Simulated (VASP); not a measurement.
# AlCo (Pm-3m) in VASP: notebook, part 2 of 2

VASP 6.6.1. The steps go on from the part before.

**6. Single point, LDA, collinear spin, ferromagnetic start (volume scaled by 0.96)**

The input, INCAR:

```
SYSTEM = AlCo
PREC = Accurate
ENCUT = 520
EDIFF = 1E-7
ISMEAR = -1
SIGMA = 0.05
LREAL = .FALSE.
LASPH = .TRUE.
NELM = 150
ALGO = Normal
ISIF = 2
LWAVE = .FALSE.
LCHARG = .FALSE.
ISPIN = 2
MAGMOM = 2 0
LORBIT = 11
LMAXMIX = 4
NBANDS = 17
```

The input, KPOINTS:

```
Automatic mesh
0
G
  9 9 9
  0 0 0
```

The input, POSCAR:

```
AlCo
1.0
    2.7812984956      0.0000000000      0.0000000000
    0.0000000000      2.7812984956      0.0000000000
    0.0000000000      0.0000000000      2.7812984956
Co Al
1 1
Direct
    0.5000000000      0.5000000000      0.5000000000
    0.0000000000      0.0000000000      0.0000000000
```

Potentials or basis: VASP PAW LDA potentials, release 64 (Co, Al).

Run with:

```
$ cat potpaw_LDA.64/Co/POTCAR potpaw_LDA.64/Al/POTCAR > POTCAR
$ mpirun -np 1 vasp_std > vasp.out
```

OUTCAR:

```text
SYSTEM = AlCo
   PREC = Accurate
   ENCUT = 520
   EDIFF = 1E-7
   ISMEAR = -1
   LREAL = .FALSE.
   LASPH = .TRUE.
   NELM = 150
   ISIF = 2
   ISPIN = 2
   LORBIT = 11

 ion  position               nearest neighbor table
   1  0.500  0.500  0.500-   2 2.41   2 2.41   2 2.41   2 2.41   2 2.41   2 2.41   2 2.41   2 2.41

   2  0.000  0.000  0.000-   1 2.41   1 2.41   1 2.41   1 2.41   1 2.41   1 2.41   1 2.41   1 2.41

  LATTYP: Found a simple cubic cell.
 ALAT       =     2.7812984956

  Lattice vectors:

 A1 = (   2.7812984956,   0.0000000000,   0.0000000000)
 A2 = (   0.0000000000,   2.7812984956,   0.0000000000)
 A3 = (   0.0000000000,   0.0000000000,   2.7812984956)

Analysis of symmetry for initial positions (statically):
=====================================================================
 Subroutine PRICEL returns:
 Original cell was already a primitive cell.

 Routine SETGRP: Setting up the symmetry group for a
 simple cubic supercell.

 Subroutine GETGRP returns: Found 48 space group operations
 (whereof 48 operations were pure point group operations)
 out of a pool of 48 trial point group operations.

The static configuration has the point symmetry O_h .
[... 673 lines left out ...]
      2       7.9812      1.00000
      3       7.9812      1.00000
      4      10.4159      1.00000
      5      10.4159      1.00000
      6      10.4159      1.00000
[... 459 lines left out ...]
      6      10.0022      1.00000
[... 9 lines left out ...]
     16      33.7847      0.00000
     17      35.3284      0.00000

 [... further k-points ...]
[... 5 lines left out ...]
  --------------------------------------------------------------------------------------
  -------------------------------------------------------------------------------------
  Total        0.4316757      0.4316757      0.4316757     -0.0000000      0.0000000     -0.0000000
  in kB       32.1458868     32.1458868     32.1458868     -0.0000000      0.0000000     -0.0000000
  external PRESSURE =      32.1458868 kB  Pullay stress =       0.0000000 kB

 VOLUME and BASIS-vectors are now :
 -----------------------------------------------------------------------------
  energy-cutoff  :      520.00
  volume of cell :       21.52
      direct lattice vectors                 reciprocal lattice vectors
     2.781298496  0.000000000  0.000000000     0.359544293  0.000000000  0.000000000
     0.000000000  2.781298496  0.000000000     0.000000000  0.359544293  0.000000000
     0.000000000  0.000000000  2.781298496     0.000000000  0.000000000  0.359544293

 POSITION                                       TOTAL-FORCE (eV/Angst)
 -----------------------------------------------------------------------------------
      1.39065      1.39065      1.39065         0.000000      0.000000      0.000000
      0.00000      0.00000      0.00000         0.000000      0.000000      0.000000
 -----------------------------------------------------------------------------------
    total drift:                                0.000000     -0.000000     -0.000000

  FREE ENERGIE OF THE ION-ELECTRON SYSTEM (eV)
  ---------------------------------------------------
  free  energy   TOTEN  =       -13.7128149789 eV

  energy  without entropy=      -13.7090256772  energy(sigma->0) =      -13.71092033

 total charge

# of ion       s       p       d       tot
------------------------------------------
    1        0.465   0.566   7.591   8.621
    2        0.409   0.468   0.000   0.877
--------------------------------------------------
tot          0.875   1.033   7.591   9.498

 magnetization (x)

# of ion       s       p       d       tot
------------------------------------------
    1        0.000   0.000  -0.000  -0.000
    2        0.000   0.000   0.000   0.000
--------------------------------------------------
tot          0.000   0.000  -0.000  -0.000
```

OSZICAR:

```text
N       E                     dE             d eps       ncg     rms          rms(c)
DAV:   1     0.362619217651E+02    0.36262E+02   -0.49716E+03  2452   0.762E+02
DAV:   2    -0.128230532459E+02   -0.49085E+02   -0.43869E+02  2671   0.153E+02
DAV:   3    -0.148879075605E+02   -0.20649E+01   -0.20299E+01  2881   0.331E+01
DAV:   4    -0.149163811795E+02   -0.28474E-01   -0.28453E-01  2861   0.348E+00
DAV:   5    -0.149171177700E+02   -0.73659E-03   -0.73654E-03  2969   0.595E-01    0.145E+01
DAV:   6    -0.171676060036E+02   -0.22505E+01   -0.41641E+01  2697   0.716E+01    0.154E+01
DAV:   7    -0.137635853744E+02    0.34040E+01   -0.22337E+01  2738   0.461E+01    0.242E+00
DAV:   8    -0.137302468957E+02    0.33338E-01   -0.14206E-01  2895   0.250E+00    0.130E+00
DAV:   9    -0.137138867005E+02    0.16360E-01   -0.28198E-02  3048   0.132E+00    0.705E-01
DAV:  10    -0.137128151693E+02    0.10715E-02   -0.57948E-04  2762   0.203E-01    0.216E-01
DAV:  11    -0.137128286912E+02   -0.13522E-04   -0.18647E-04  3091   0.120E-01    0.107E-01
DAV:  12    -0.137128281096E+02    0.58155E-06   -0.20887E-05  3114   0.305E-02    0.461E-02
DAV:  13    -0.137128184099E+02    0.96997E-05   -0.12662E-05  2981   0.277E-02    0.216E-02
DAV:  14    -0.137128149917E+02    0.34182E-05   -0.17022E-06  2987   0.120E-02    0.305E-03
DAV:  15    -0.137128149789E+02    0.12816E-07   -0.28496E-08  1300   0.152E-03
   1 F= -.13712815E+02 E0= -.13710920E+02  d E =-.378930E-02  mag=    -0.0001
```

Wall time 26 s (1 thread of Intel Xeon 8259CL, shared host); peak memory 0.15 GiB.

Results:

| Item | Value |
| --- | --- |
| Free energy | -13.7128 eV |
| Pressure | 3.2 GPa |
| Band gap on the k mesh | zero (filled and empty bands overlap) |
| Net moment | 0.00 μB per cell |
| Valence electrons inside the program's atomic spheres | Co 8.62; Al 0.88 |

Caveat: the starting moments collapsed, and a magnetic state may lie lower.

**7. Overview**

| level | spin | gap on the mesh (eV) | pressure (GPa) |
| --- | --- | --- | --- |
| PBEsol | off | none | 0.8 |
| PBE | off | none | 6.6 |
| PBE | collinear, ferromagnetic start | none | 6.4 |

Alike in all rows: task single point; potentials or basis VASP PAW PBE potentials, release 64 (Co, Al); cell as given; k mesh 9 × 9 × 9; cutoff (eV) 520; smearing fermi-dirac 0.05 eV.

Every run on the cell as given and a fine mesh finds a metal. The pressure there spans 0.8 GPa (PBEsol) to 6.6 GPa (PBE); a positive pressure means that this level wants a larger cell, a negative one a smaller.

Caveats: the PAW data sets were made with another functional, which shifts forces and pressure a little (some runs).

Absolute energies hang on the potentials; compare differences alone.
